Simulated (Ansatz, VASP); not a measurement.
AgCl: VASP beside Ansatz

The input INCAR:

```
SYSTEM = AgCl
  PREC = Accurate
  ENCUT = 520
  EDIFF = 1E-6
  ISMEAR = -1
  SIGMA = 0.02
  LREAL = .False.
  LASPH = .True.
  NELM = 100
  ALGO = Normal
  ISIF = 2
  LWAVE = .False.
  LCHARG = .False.
  GGA = PE
  NBANDS = 16
```

The input KPOINTS:

```
Automatic mesh
0
Gamma
  8 8 8
  0 0 0
```

File POSCAR:

```
AgCl
1.0
   -0.0993800543      2.7292674361      2.7292674361
    2.7292674361     -0.0993800543      2.7292674361
    2.7292674361      2.7292674361     -0.0993800543
Ag Cl
1 1
Direct
    0.0000000000      0.0000000000      0.0000000000
    0.5000000000      0.5000000000      0.5000000000
```

Input for Ansatz:

```yaml
crystal:
  lattice:
    - [-0.0993800543, 2.7292674361, 2.7292674361]
    - [2.7292674361, -0.0993800543, 2.7292674361]
    - [2.7292674361, 2.7292674361, -0.0993800543]
  atoms:
    - { symbol: Ag, position: [0.0, 0.0, 0.0] }
    - { symbol: Cl, position: [0.5, 0.5, 0.5] }
kpoints:
  mp_grid: { grid: [8, 8, 8] }
  band_path:
    path:
      - [0.0, 0.0, 0.0]
      - [0.5, 0.0, 0.5]
      - [0.625, 0.25, 0.625]
      - [0.375, 0.375, 0.75]
      - [0.5, 0.5, 0.5]
      - [0.5, 0.25, 0.75]
      - [0.0375, 0.0375, 0.075]
    npoints: 1
hamiltonian:
  xc: pbe
scf:
  occupations: { method: fermi_dirac, width: 0.02 }
  n_extra_bands: 4
output:
  forces: true
  stress: true
  eigenvalues: true
```

Change from the starting cell: epitaxial_111 strain +2.0%.

Alike in both runs: task single point; functional PBE; k mesh 8 × 8 × 8; occupations fermi-dirac, width 0.02 eV; no spin polarisation.

|  | VASP | Ansatz |
| --- | --- | --- |
| version | VASP 6.6.1 | Ansatz 0.2.0 |
| potentials or method | VASP PAW PBE potentials, release 64 (Ag, Cl) | plane waves, PAW |
| plane-wave cutoff (eV) | 520 | 420 |
| valence electrons in the cell | 18 | 26 |

```tsv
	VASP	Ansatz	Ansatz less VASP
gap on the k mesh at the Fermi level (eV)	0.87	0.87	+0.003
pressure (GPa)	1.1	1.3	+0.14
traceless stress, the component that is largest in VASP (GPa)	0.19	0.19	-0.002
```

The functional is the same, so the differences come from potentials, cutoffs and numerics. VASP's potentials hold 18 valence electrons a cell and Ansatz's 26, so a difference there can come from the potentials and not from the codes.
